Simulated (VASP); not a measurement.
# Na (Im-3m) in VASP: further runs

The runs below take Na through single point, with PBE, PBE+D3(BJ).

Program: VASP 6.6.1. These are calculated values, not measurements. Logs are shortened: lines on timing, memory, paths and dates and some standing lists are left out, and cuts for length are marked.

## Step 1: The cell of the first run

The structure is cubic, space group Im-3m (No. 229). The conventional cell has a = 4.190 Å, b = 4.190 Å, c = 4.190 Å, α = 90.00°, β = 90.00°, γ = 90.00°. Within 4.8 Å of Na (site symmetry m-3m) lie 14 Na at 3.63 to 4.19 Å.

## Step 2: Single point, PBE

Input file INCAR:

```
PREC = Accurate
ENCUT = 520
EDIFF = 1E-6
ISMEAR = 0
SIGMA = 0.1
LREAL = F
LASPH = T
NELM = 80
ALGO = Normal
ISIF = 2
LWAVE = F
LCHARG = F
GGA = PE
NBANDS = 10
```

Input file KPOINTS:

```
regular mesh
0
Gamma
  14 14 14
```

Input file POSCAR:

```
Na
1.0
   -2.0949125030      2.0949125030      2.0949125030
    2.0949125030     -2.0949125030      2.0949125030
    2.0949125030      2.0949125030     -2.0949125030
Na
1
Direct
    0.0000000000      0.0000000000      0.0000000000
```

Potentials or basis: VASP PAW PBE potentials, release 64 (Na_pv).

On the command line:

```bash
> cat potpaw_PBE.64/Na_pv/POTCAR > POTCAR
> mpirun -np 1 vasp_std > vasp.out
```

OUTCAR:

```text
PREC = Accurate
   ENCUT = 520
   EDIFF = 1E-6
   ISMEAR = 0
   LREAL = F
   LASPH = T
   NELM = 80
   ISIF = 2
   GGA = PE

 ion  position               nearest neighbor table
   1  0.000  0.000  0.000-

  LATTYP: Found a body centered cubic cell.
 ALAT       =     4.1898250060

  Lattice vectors:

 A1 = (  -2.0949125030,   2.0949125030,   2.0949125030)
 A2 = (   2.0949125030,  -2.0949125030,   2.0949125030)
 A3 = (   2.0949125030,   2.0949125030,  -2.0949125030)

Analysis of symmetry for initial positions (statically):
=====================================================================
 Subroutine PRICEL returns:
 Original cell was already a primitive cell.

 Routine SETGRP: Setting up the symmetry group for a
 body centered cubic supercell.

 Subroutine GETGRP returns: Found 48 space group operations
 (whereof 48 operations were pure point group operations)
 out of a pool of 48 trial point group operations.

The static configuration has the point symmetry O_h .

Analysis of symmetry for dynamics (positions and initial velocities):
=====================================================================
 Subroutine PRICEL returns:
 Original cell was already a primitive cell.

 Routine SETGRP: Setting up the symmetry group for a
 body centered cubic supercell.

 Subroutine GETGRP returns: Found 48 space group operations
 (whereof 48 operations were pure point group operations)
 out of a pool of 48 trial point group operations.

The dynamic configuration has the point symmetry O_h .

 Subroutine INISYM returns: Found 48 space group operations
 (whereof 48 operations are pure point group operations),
 and found     1 'primitive' translations

----------------------------------------------------------------------------------------

                                     Primitive cell

  volume of cell :      36.7754

  direct lattice vectors                    reciprocal lattice vectors
    -2.094912503  2.094912503  2.094912503     0.000000000  0.238673453  0.238673453
     2.094912503 -2.094912503  2.094912503     0.238673453  0.000000000  0.238673453
     2.094912503  2.094912503 -2.094912503     0.238673453  0.238673453  0.000000000

  length of vectors
     3.628494893  3.628494893  3.628494893     0.337535234  0.337535234  0.337535234

  position of ions in fractional coordinates (direct lattice)
     0.000000000  0.000000000  0.000000000

  ion indices of the primitive-cell ions
   primitive index   ion index
                 1           1

----------------------------------------------------------------------------------------

 KPOINTS: regular mesh

Automatic generation of k-mesh.
 Grid dimensions read from file:
 generate k-points for:   14   14   14

 Generating k-lattice:

  Cartesian coordinates                     Fractional coordinates (reciprocal lattice)
     0.000000000  0.017048104  0.017048104     0.071428571  0.000000000  0.000000000
     0.017048104  0.000000000  0.017048104     0.000000000  0.071428571  0.000000000
     0.017048104  0.017048104  0.000000000     0.000000000  0.000000000  0.071428571

  Length of vectors
     0.024109660  0.024109660  0.024109660

  Shift w.r.t. Gamma in fractional coordinates (k-lattice)
     0.000000000  0.000000000  0.000000000

 Subroutine IBZKPT returns following result:
 ===========================================

 Found    104 irreducible k-points:

 Following reciprocal coordinates:
            Coordinates               Weight
  0.000000  0.000000  0.000000      1.000000
  0.071429  0.000000  0.000000     12.000000
  0.142857  0.000000  0.000000     12.000000
  0.214286  0.000000  0.000000     12.000000
  0.285714  0.000000  0.000000     12.000000
  0.357143  0.000000  0.000000     12.000000
[... 16 lines left out ...]
  0.285714  0.285714  0.000000     24.000000
  0.357143  0.285714  0.000000     24.000000
 [... further k-points ...]
   k-points           NKPTS =    104   k-points in BZ     NKDIM =    104   number of bands    NBANDS=     10
   number of dos      NEDOS =    301   number of ions     NIONS =      1
   total plane-waves  NPLWV =  21952
   dimension x,y,z NGX =    28 NGY =   28 NGZ =   28
   dimension x,y,z NGXF=    56 NGYF=   56 NGZF=   56
   ions per type =               1
   NGX,Y,Z   is equivalent  to a cutoff of  12.83, 12.83, 12.83 a.u.
   NGXF,Y,Z  is equivalent  to a cutoff of  25.66, 25.66, 25.66 a.u.
 SYSTEM =  unknown system
   PREC   = accura    normal or accurate (medium, high low for compatibility)
   ISTART =      0    job   : 0-new  1-cont  2-samecut
   ICHARG =      2    charge: 1-file 2-atom 10-const
   ISPIN  =      1    spin polarized calculation?
   LNONCOLLINEAR =      F non collinear calculations
   LSORBIT =      F    spin-orbit coupling
   LASPH  =      T    aspherical Exc in radial PAW
   ENCUT  =  520.0 eV  38.22 Ry    6.18 a.u.   6.75  6.75  6.75*2*pi/ulx,y,z
   NELM   =     80;   NELMIN=  2; NELMDL= -5     # of ELM steps
   EDIFF  = 0.1E-05   stopping-criterion for ELM
   LREAL  =      F    real-space projection
   EDIFFG = 0.1E-04   stopping-criterion for IOM
   NSW    =      0    number of steps for IOM
   IBRION =     -1    ionic relax: 0-MD 1-quasi-New 2-CG
   NFREE  =      0    steps in history (QN), initial steepest desc. (CG)
   ISIF   =      2    stress and relaxation
   ISYM   =      2    0-nonsym 1-usesym 2-fastsym
   POTIM  = 0.5000    time-step for ionic-motion
   TEBEG  =    0.0;   TEEND  =   0.0 temperature during run
   PSTRESS=    0.0 pullay stress
   NELECT =       7.0000    total number of electrons
   NUPDOWN=      -1.0000    fix difference up-down
   EMIN   =  10.00;   EMAX   =-10.00  energy-range for DOS
   EFERMI =   0.00;   METHOD = LEGACY
   ISMEAR =     0;   SIGMA  =   0.10  broadening in eV -4-tet -1-fermi 0-gaus
   EFERMI_NEDOS =   21; number of points for ismear=-14 and -15
   IALGO  =     38    algorithm
   IMIX   =      4    mixing-type and parameters
     AMIX     =   0.40;   BMIX     =  1.00
     AMIX_MAG =   1.60;   BMIX_MAG =  1.00
  volume/ion in A,a.u.               =      36.78       248.17
  Fermi-wavevector in a.u.,A,eV,Ry     =   0.941720  1.779592 12.066135  0.886836
  Thomas-Fermi vector in A             =   2.069258
   LORBIT       =      0    0 simple, 1 ext, 2 COOP (PROOUT), +10 PAW based schemes
   GGA     = PE    functional components
   LHFCALC =     F    Hartree Fock is set to
   AEXX    =    0.0000 exact exchange contribution
   IVDW    =     0    specifies the selected vdW correction
   LEPSILON=     F    determine dielectric tensor
   LRPA    =     F    only Hartree local field effects (RPA)
 non-spin polarized calculation
 Gauss-broadening in eV      SIGMA  =   0.10
  energy-cutoff  :      520.00
  volume of cell :       36.78
 maximum number of plane-waves:      1002
   NGX = 13   NGY = 13   NGZ = 13

 number of electron       7.0000002 magnetization

 Free energy of the ion-electron system (eV)
  ---------------------------------------------------
  ext. energy  EPLUGINS =         0.00000000
  ---------------------------------------------------
  free energy    TOTEN  =        -1.31211918 eV

  energy without entropy =       -1.30909573  energy(sigma->0) =       -1.31060745

 E-fermi :   0.3280     XC(G=0):  -6.5232

 val. band max:        0.3009035912   @ k =  -0.3571   0.4286   0.1429
 cond. band min:       0.3821029416   @ k =   0.3571   0.0714   0.0714
 fundamental gap:      0.0811993504
 Fermi energy:         0.3280226728

 k-point     1 :       0.0000    0.0000    0.0000
  band No.  band energies     occupation
      1     -24.5432      2.00000
      2     -24.5432      2.00000
      3     -24.5432      2.00000
      4      -2.9429      2.00000
      5      12.1364      0.00000
      6      12.1365      0.00000
      7      12.1365      0.00000
      8      13.1418      0.00000
      9      13.1418      0.00000
     10      13.7017      0.00000

 k-point     2 :       0.0714    0.0000    0.0000
  band No.  band energies     occupation
      1     -24.5451      2.00000
      2     -24.5439      2.00000
      3     -24.5432      2.00000
      4      -2.8525      2.00000
      5      10.9414      0.00000
      6      11.5549      0.00000
      7      11.7873      0.00000
      8      12.4128      0.00000
      9      12.6196      0.00000
     10      14.0059      0.00000

 k-point     3 :       0.1429    0.0000    0.0000
  band No.  band energies     occupation
      1     -24.5502      2.00000
      2     -24.5456      2.00000
      3     -24.5432      2.00000
      4      -2.5820      2.00000
      5       9.0623      0.00000
      6      10.7007      0.00000
      7      11.1768      0.00000
      8      11.5804      0.00000
      9      12.3249      0.00000
     10      14.1308      0.00000

 k-point     4 :       0.2143    0.0000    0.0000
  band No.  band energies     occupation
      1     -24.5576      2.00000
      2     -24.5481      2.00000
      3     -24.5432      2.00000
      4      -2.1345      2.00000
      5       7.2540      0.00000
      6       9.9534      0.00000
      7      10.6111      0.00000
      8      10.8887      0.00000
      9      11.9005      0.00000
     10      14.4666      0.00000
[... 222 lines left out ...]
 k-point    22 :       0.3571    0.2143   -0.0000
  band No.  band energies     occupation
      1     -24.5746      2.00000
      2     -24.5607      2.00000
      3     -24.5470      2.00000
      4       1.2841      0.00000
      5       2.5449      0.00000
      6       4.9612      0.00000
      7       8.5636      0.00000
      8      11.8041      0.00000
      9      14.0274      0.00000
     10      14.8644      0.00000

 k-point    23 :       0.2857    0.2857    0.0000
  band No.  band energies     occupation
      1     -24.5726      2.00000
      2     -24.5627      2.00000
      3     -24.5475      2.00000
      4       1.2140      0.00000
      5       3.2808      0.00000
      6       4.0651      0.00000
      7       8.4800      0.00000
      8      12.4854      0.00000
      9      13.2806      0.00000
     10      15.2260      0.00000

 k-point    24 :       0.3571    0.2857    0.0000
  band No.  band energies     occupation
      1     -24.5711      2.00000
      2     -24.5655      2.00000
      3     -24.5477      2.00000
      4       2.0722      0.00000
      5       2.4872      0.00000
      6       3.7676      0.00000
      7       8.3982      0.00000
      8      12.6563      0.00000
      9      13.5565      0.00000
     10      14.6591      0.00000

 [... further k-points ...]

------------------------ aborting loop because EDIFF is reached ----------------------------------------

  FORCE on cell =-STRESS in cart. coord.  units (eV):
  Direction    XX          YY          ZZ          XY          YZ          ZX
  --------------------------------------------------------------------------------------
  -------------------------------------------------------------------------------------
  Total        0.0034325      0.0034325      0.0034325      0.0000000      0.0000000      0.0000000
  in kB        0.1495407      0.1495407      0.1495407      0.0000000      0.0000000      0.0000000
  external PRESSURE =       0.1495407 kB  Pullay stress =       0.0000000 kB

 VOLUME and BASIS-vectors are now :
 -----------------------------------------------------------------------------
  energy-cutoff  :      520.00
  volume of cell :       36.78
      direct lattice vectors                 reciprocal lattice vectors
    -2.094912503  2.094912503  2.094912503     0.000000000  0.238673453  0.238673453
     2.094912503 -2.094912503  2.094912503     0.238673453  0.000000000  0.238673453
     2.094912503  2.094912503 -2.094912503     0.238673453  0.238673453  0.000000000

 POSITION                                       TOTAL-FORCE (eV/Angst)
 -----------------------------------------------------------------------------------
      0.00000      0.00000      0.00000         0.000000      0.000000     -0.000000
 -----------------------------------------------------------------------------------
    total drift:                               -0.000000     -0.000000     -0.000000

  FREE ENERGIE OF THE ION-ELECTRON SYSTEM (eV)
  ---------------------------------------------------
  free  energy   TOTEN  =        -1.3121191761 eV

  energy  without entropy=       -1.3090957283  energy(sigma->0) =       -1.31060745
```

Run time: 26 s. Hardware: 1 thread of Intel Xeon 8259CL, shared host; peak memory 0.17 GiB.

What came out:

```yaml
Free_energy: -1.3121 eV
Pressure: 0.0 GPa
Band_gap_on_the_k_mesh: zero (an odd number of electrons rules out a gap without spin polarisation)
```

Levels at points of the mesh, in eV from the Fermi level:
| k point | band 1 | band 2 | band 3 | band 4 | band 5 | band 6 |
| --- | --- | --- | --- | --- | --- | --- |
| (0.00, 0.00, 0.00) | -24.87 | -24.87 | -24.87 | -3.27 | 11.81 | 11.81 |
| (0.50, 0.00, 0.00) | -24.91 | -24.88 | -24.87 | 0.78 | 1.25 | 8.26 |
| (0.50, 0.50, 0.50) | -24.90 | -24.90 | -24.90 | 4.56 | 4.56 | 4.95 |

(Continued in part 2 of 2.)

The gap in the log of VASP goes by the Fermi energy; the results here count the filled bands.